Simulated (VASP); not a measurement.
# AlN (F-43m) in VASP: a series of runs

Runs on AlN. Level: PBEsol. Tasks: single point.

Everything below comes from runs of VASP 6.6.1. Logs are shortened: lines on timing, memory, paths and dates and some standing lists are left out, and cuts for length are marked.

### 1 The cell of the first run

It takes space group F-43m (No. 216, cubic). Conventional cell: a = 4.368 Å, b = 4.368 Å, c = 4.368 Å, α = 90.00°, β = 90.00°, γ = 90.00°. Within 2.5 Å of Al (site symmetry -43m) lie 4 N at 1.89 Å. Within 2.5 Å of N (site symmetry -43m) lie 4 Al at 1.89 Å.

### 2 Single point, PBEsol

Contents of INCAR:

```
PREC     = Accurate       # precision mode
ENCUT    = 520            # plane-wave cutoff, eV
EDIFF    = 1E-6           # SCF threshold, eV
ISMEAR   = 0              # smearing method
SIGMA    = 0.01           # smearing width, eV
LREAL    = F              # projectors in reciprocal space
LASPH    = T              # aspherical terms in the spheres
NELM     = 100            # most SCF steps
ALGO     = Normal         # electronic algorithm
ISIF     = 2              # what is computed and relaxed
LWAVE    = F              # write WAVECAR
LCHARG   = F              # write CHGCAR
GGA      = PS             # functional
NBANDS   = 11             # bands
```

Contents of KPOINTS:

```
Automatic mesh
0
Gamma
  8 8 8
```

Contents of POSCAR:

```
AlN
1.0
    0.0000000000      2.1839940000      2.1839940000
    2.1839940000      0.0000000000      2.1839940000
    2.1839940000      2.1839940000      0.0000000000
Al N
1 1
Direct
    0.0000000000      0.0000000000      0.0000000000
    0.7500000000      0.7500000000      0.7500000000
```

Potentials or basis: VASP PAW PBE potentials, release 64 (Al, N).

The run is started by

```
> cat potpaw_PBE.64/Al/POTCAR potpaw_PBE.64/N/POTCAR > POTCAR
> mpirun -np 1 vasp_std > vasp.out
```

OUTCAR:

```text
PREC = Accurate
   ENCUT = 520
   EDIFF = 1E-6
   ISMEAR = 0
   LREAL = F
   LASPH = T
   NELM = 100
   ISIF = 2
   GGA = PS

 ion  position               nearest neighbor table
   1  0.000  0.000  0.000-   2 1.89   2 1.89   2 1.89   2 1.89
   2  0.750  0.750  0.750-   1 1.89   1 1.89   1 1.89   1 1.89

  LATTYP: Found a face centered cubic cell.
 ALAT       =     4.3679880000

  Lattice vectors:

 A1 = (   0.0000000000,   2.1839940000,   2.1839940000)
 A2 = (   2.1839940000,   0.0000000000,   2.1839940000)
 A3 = (   2.1839940000,   2.1839940000,   0.0000000000)

Analysis of symmetry for initial positions (statically):
=====================================================================
 Subroutine PRICEL returns:
 Original cell was already a primitive cell.

 Routine SETGRP: Setting up the symmetry group for a
 face centered cubic supercell.

 Subroutine GETGRP returns: Found 24 space group operations
 (whereof 24 operations were pure point group operations)
 out of a pool of 48 trial point group operations.

The static configuration has the point symmetry T_d .

Analysis of symmetry for dynamics (positions and initial velocities):
=====================================================================
 Subroutine PRICEL returns:
 Original cell was already a primitive cell.

 Routine SETGRP: Setting up the symmetry group for a
 face centered cubic supercell.

 Subroutine GETGRP returns: Found 24 space group operations
 (whereof 24 operations were pure point group operations)
 out of a pool of 48 trial point group operations.

The dynamic configuration has the point symmetry T_d .

 Subroutine INISYM returns: Found 24 space group operations
 (whereof 24 operations are pure point group operations),
 and found     1 'primitive' translations

----------------------------------------------------------------------------------------

                                     Primitive cell

  volume of cell :      20.8346

  direct lattice vectors                    reciprocal lattice vectors
     0.000000000  2.183994000  2.183994000    -0.228938358  0.228938358  0.228938358
     2.183994000  0.000000000  2.183994000     0.228938358 -0.228938358  0.228938358
     2.183994000  2.183994000  0.000000000     0.228938358  0.228938358 -0.228938358

  length of vectors
     3.088633935  3.088633935  3.088633935     0.396532868  0.396532868  0.396532868

  position of ions in fractional coordinates (direct lattice)
     0.000000000  0.000000000  0.000000000
     0.750000000  0.750000000  0.750000000

  ion indices of the primitive-cell ions
   primitive index   ion index
                 1           1
                 2           2

----------------------------------------------------------------------------------------

 KPOINTS: Automatic mesh

Automatic generation of k-mesh.
 Grid dimensions read from file:
 generate k-points for:    8    8    8

 Generating k-lattice:

  Cartesian coordinates                     Fractional coordinates (reciprocal lattice)
    -0.028617295  0.028617295  0.028617295     0.125000000  0.000000000  0.000000000
     0.028617295 -0.028617295  0.028617295     0.000000000  0.125000000  0.000000000
     0.028617295  0.028617295 -0.028617295     0.000000000  0.000000000  0.125000000

  Length of vectors
     0.049566608  0.049566608  0.049566608

  Shift w.r.t. Gamma in fractional coordinates (k-lattice)
     0.000000000  0.000000000  0.000000000

 Subroutine IBZKPT returns following result:
 ===========================================

 Found     29 irreducible k-points:

 Following reciprocal coordinates:
            Coordinates               Weight
  0.000000  0.000000  0.000000      1.000000
  0.125000  0.000000  0.000000      8.000000
  0.250000  0.000000  0.000000      8.000000
  0.375000  0.000000  0.000000      8.000000
  0.500000  0.000000  0.000000      4.000000
  0.125000  0.125000  0.000000      6.000000
[... 16 lines left out ...]
  0.500000  0.250000  0.125000     48.000000
 -0.375000  0.250000  0.125000     24.000000
 [... further k-points ...]
   k-points           NKPTS =     29   k-points in BZ     NKDIM =     29   number of bands    NBANDS=     11
   number of dos      NEDOS =    301   number of ions     NIONS =      2
   total plane-waves  NPLWV =  13824
   dimension x,y,z NGX =    24 NGY =   24 NGZ =   24
   dimension x,y,z NGXF=    48 NGYF=   48 NGZF=   48
   ions per type =               1   1
   NGX,Y,Z   is equivalent  to a cutoff of  12.92, 12.92, 12.92 a.u.
   NGXF,Y,Z  is equivalent  to a cutoff of  25.84, 25.84, 25.84 a.u.
 SYSTEM =  unknown system
   PREC   = accura    normal or accurate (medium, high low for compatibility)
   ISTART =      0    job   : 0-new  1-cont  2-samecut
   ICHARG =      2    charge: 1-file 2-atom 10-const
   ISPIN  =      1    spin polarized calculation?
   LNONCOLLINEAR =      F non collinear calculations
   LSORBIT =      F    spin-orbit coupling
   LASPH  =      T    aspherical Exc in radial PAW
   ENCUT  =  520.0 eV  38.22 Ry    6.18 a.u.   5.74  5.74  5.74*2*pi/ulx,y,z
   NELM   =    100;   NELMIN=  2; NELMDL= -5     # of ELM steps
   EDIFF  = 0.1E-05   stopping-criterion for ELM
   LREAL  =      F    real-space projection
   EDIFFG = 0.1E-04   stopping-criterion for IOM
   NSW    =      0    number of steps for IOM
   IBRION =     -1    ionic relax: 0-MD 1-quasi-New 2-CG
   NFREE  =      0    steps in history (QN), initial steepest desc. (CG)
   ISIF   =      2    stress and relaxation
   ISYM   =      2    0-nonsym 1-usesym 2-fastsym
   POTIM  = 0.5000    time-step for ionic-motion
   TEBEG  =    0.0;   TEEND  =   0.0 temperature during run
   PSTRESS=    0.0 pullay stress
   NELECT =       8.0000    total number of electrons
   NUPDOWN=      -1.0000    fix difference up-down
   EMIN   =  10.00;   EMAX   =-10.00  energy-range for DOS
   EFERMI =   0.00;   METHOD = LEGACY
   ISMEAR =     0;   SIGMA  =   0.01  broadening in eV -4-tet -1-fermi 0-gaus
   EFERMI_NEDOS =   21; number of points for ismear=-14 and -15
   IALGO  =     38    algorithm
   IMIX   =      4    mixing-type and parameters
     AMIX     =   0.40;   BMIX     =  1.00
     AMIX_MAG =   1.60;   BMIX_MAG =  1.00
  volume/ion in A,a.u.               =      10.42        70.30
  Fermi-wavevector in a.u.,A,eV,Ry     =   1.189899  2.248583 19.263936  1.415859
  Thomas-Fermi vector in A             =   2.325996
   LORBIT       =      0    0 simple, 1 ext, 2 COOP (PROOUT), +10 PAW based schemes
   GGA     = PS    functional components
   LHFCALC =     F    Hartree Fock is set to
   AEXX    =    0.0000 exact exchange contribution
   IVDW    =     0    specifies the selected vdW correction
   LEPSILON=     F    determine dielectric tensor
   LRPA    =     F    only Hartree local field effects (RPA)
 non-spin polarized calculation
 Gauss-broadening in eV      SIGMA  =   0.01
  energy-cutoff  :      520.00
  volume of cell :       20.83
 maximum number of plane-waves:       568
   NGX = 11   NGY = 11   NGZ = 11

 number of electron       8.0000000 magnetization

 Free energy of the ion-electron system (eV)
  ---------------------------------------------------
  ext. energy  EPLUGINS =         0.00000000
  ---------------------------------------------------
  free energy    TOTEN  =       -15.61060138 eV

  energy without entropy =      -15.61060138  energy(sigma->0) =      -15.61060138

 E-fermi :   5.9421     XC(G=0): -11.1291

 val. band max:        5.8784137971   @ k =   0.0000   0.0000   0.0000
 cond. band min:       9.0650639404   @ k =   0.5000   0.5000   0.0000
 fundamental gap:      3.1866501433
 Fermi energy:         5.9421068003

 k-point     1 :       0.0000    0.0000    0.0000
  band No.  band energies     occupation
      1      -9.0799      2.00000
      2       5.8784      2.00000
      3       5.8784      2.00000
      4       5.8784      2.00000
      5      10.0111      0.00000
      6      18.3469      0.00000
      7      18.3469      0.00000
      8      18.3469      0.00000
      9      23.4655      0.00000
     10      23.4655      0.00000
     11      24.8180      0.00000

 k-point     2 :       0.1250    0.0000    0.0000
  band No.  band energies     occupation
      1      -8.8502      2.00000
      2       4.6864      2.00000
      3       5.7993      2.00000
      4       5.7993      2.00000
      5      10.9562      0.00000
      6      17.7705      0.00000
      7      18.5196      0.00000
      8      18.5196      0.00000
      9      21.9059      0.00000
     10      21.9059      0.00000
     11      23.7471      0.00000

 k-point     3 :       0.2500    0.0000    0.0000
  band No.  band energies     occupation
      1      -8.2184      2.00000
      2       2.5901      2.00000
      3       5.6214      2.00000
      4       5.6214      2.00000
      5      12.2642      0.00000
      6      16.7522      0.00000
      7      18.1032      0.00000
      8      18.1032      0.00000
      9      22.0378      0.00000
     10      22.0378      0.00000
     11      22.9519      0.00000

 k-point     4 :       0.3750    0.0000    0.0000
  band No.  band energies     occupation
      1      -7.4160      2.00000
      2       0.7513      2.00000
      3       5.4594      2.00000
      4       5.4594      2.00000
      5      12.9715      0.00000
      6      15.9591      0.00000
      7      17.2535      0.00000
      8      17.2535      0.00000
      9      23.2529      0.00000
     10      24.0700      0.00000
     11      24.0700      0.00000

 k-point     5 :       0.5000    0.0000    0.0000
  band No.  band energies     occupation
      1      -6.9958      2.00000
      2      -0.0347      2.00000
      3       5.3964      2.00000
      4       5.3964      2.00000
      5      13.1644      0.00000
      6      15.6440      0.00000
      7      16.9135      0.00000
      8      16.9135      0.00000
      9      23.7066      0.00000
     10      25.8451      0.00000
     11      25.8451      0.00000
[... 211 lines left out ...]
 k-point    21 :       0.5000    0.5000    0.0000
  band No.  band energies     occupation
      1      -6.3493      2.00000
      2       0.9320      2.00000
      3       4.0892      2.00000
      4       4.0892      2.00000
      5       9.0651      0.00000
      6      14.3605      0.00000
      7      19.7522      0.00000
      8      21.5046      0.00000
      9      21.5046      0.00000
     10      29.3567      0.00000
     11      29.7297      0.00000

 k-point    22 :       0.3750    0.2500    0.1250
  band No.  band energies     occupation
      1      -7.7096      2.00000
      2       2.2865      2.00000
      3       4.3851      2.00000
      4       5.2711      2.00000
      5      12.5997      0.00000
      6      16.3062      0.00000
      7      16.6233      0.00000
      8      19.0610      0.00000
      9      20.4216      0.00000
     10      24.8805      0.00000
     11      27.3790      0.00000

 k-point    23 :       0.5000    0.2500    0.1250
  band No.  band energies     occupation
      1      -7.0165      2.00000
      2       1.2139      2.00000
      3       3.7875      2.00000
      4       4.9386      2.00000
      5      12.8185      0.00000
      6      15.4153      0.00000
      7      17.3231      0.00000
      8      18.6620      0.00000
      9      21.8085      0.00000
     10      25.4033      0.00000
     11      27.5135      0.00000

 k-point    24 :      -0.3750    0.2500    0.1250
  band No.  band energies     occupation
      1      -6.6705      2.00000
      2       0.6851      2.00000
      3       3.6326      2.00000
      4       4.7494      2.00000
      5      12.8685      0.00000
      6      15.0336      0.00000
      7      17.9556      0.00000
      8      18.4691      0.00000
      9      22.9447      0.00000
     10      24.5221      0.00000
     11      27.7769      0.00000

 [... further k-points ...]
[... 5 lines left out ...]
  --------------------------------------------------------------------------------------
  -------------------------------------------------------------------------------------
  Total        0.1724756      0.1724756      0.1724756     -0.0000000     -0.0000000     -0.0000000
  in kB       13.2633686     13.2633686     13.2633686     -0.0000000     -0.0000000     -0.0000000
  external PRESSURE =      13.2633686 kB  Pullay stress =       0.0000000 kB

 VOLUME and BASIS-vectors are now :
 -----------------------------------------------------------------------------
  energy-cutoff  :      520.00
  volume of cell :       20.83
      direct lattice vectors                 reciprocal lattice vectors
     0.000000000  2.183994000  2.183994000    -0.228938358  0.228938358  0.228938358
     2.183994000  0.000000000  2.183994000     0.228938358 -0.228938358  0.228938358
     2.183994000  2.183994000  0.000000000     0.228938358  0.228938358 -0.228938358

 POSITION                                       TOTAL-FORCE (eV/Angst)
 -----------------------------------------------------------------------------------
      0.00000      0.00000      0.00000         0.000000     -0.000000     -0.000000
      3.27599      3.27599      3.27599        -0.000000      0.000000      0.000000
 -----------------------------------------------------------------------------------
    total drift:                               -0.000000     -0.000000     -0.000000

  FREE ENERGIE OF THE ION-ELECTRON SYSTEM (eV)
  ---------------------------------------------------
  free  energy   TOTEN  =       -15.6106013796 eV

  energy  without entropy=      -15.6106013796  energy(sigma->0) =      -15.61060138
```

Run time: 15 s. Hardware: 1 thread of AMD EPYC 7R13, shared host; peak memory 0.1 GiB.

Results:

- Free energy: -15.6106 eV
- Pressure: 1.3 GPa
- Band gap on the k mesh: 3.19 eV, indirect (least direct gap 4.13 eV)

Caveat: the PAW data sets were made with another functional, which shifts forces and pressure a little. A k mesh can miss the band edges.

### 3 Single point, PBEsol

Contents of INCAR:

```
SYSTEM = AlN
PREC = Accurate ; ENCUT = 520
EDIFF = 1E-7 ; ISMEAR = 0
SIGMA = 0.01 ; LREAL = .False.
LASPH = .True. ; NELM = 100
ALGO = Normal ; ISIF = 2
LWAVE = .False. ; LCHARG = .True.
GGA = PS ; LELF = .True.
LVHAR = .True. ; NBANDS = 11
```

Contents of KPOINTS:

```
Automatic mesh
0
Gamma
  8 8 8
  0 0 0
```

POSCAR is that of step 2.

Potentials or basis: VASP PAW PBE potentials, release 64 (Al, N).

The run is started by

```
> cat potpaw_PBE.64/Al/POTCAR potpaw_PBE.64/N/POTCAR > POTCAR
> mpirun -np 1 vasp_std > vasp.out
```

Run time: 16 s. Hardware: 1 thread of AMD EPYC 7R13, shared host; peak memory 0.1 GiB.

Results (log left out):

```yaml
Free_energy: -15.6106 eV
Pressure: 1.3 GPa
Band_gap_on_the_k_mesh: 3.19 eV, indirect (least direct gap 4.13 eV)
```

Levels at points of the mesh, in eV from the valence-band top:
| k point | band 1 | band 2 | band 3 | band 4 | band 5 | band 6 | band 7 | band 8 | band 9 |
| --- | --- | --- | --- | --- | --- | --- | --- | --- | --- |
| (0.00, 0.00, 0.00) | -14.96 | 0.00 | 0.00 | 0.00 | 4.13 | 12.47 | 12.47 | 12.47 | 17.59 |
| (0.50, 0.00, 0.00) | -12.87 | -5.91 | -0.48 | -0.48 | 7.29 | 9.77 | 11.04 | 11.04 | 17.83 |
| (0.50, 0.50, 0.00) | -12.23 | -4.95 | -1.79 | -1.79 | 3.19 | 8.48 | 13.87 | 15.63 | 15.63 |

Caveat: the PAW data sets were made with another functional, which shifts forces and pressure a little. A k mesh can miss the band edges.
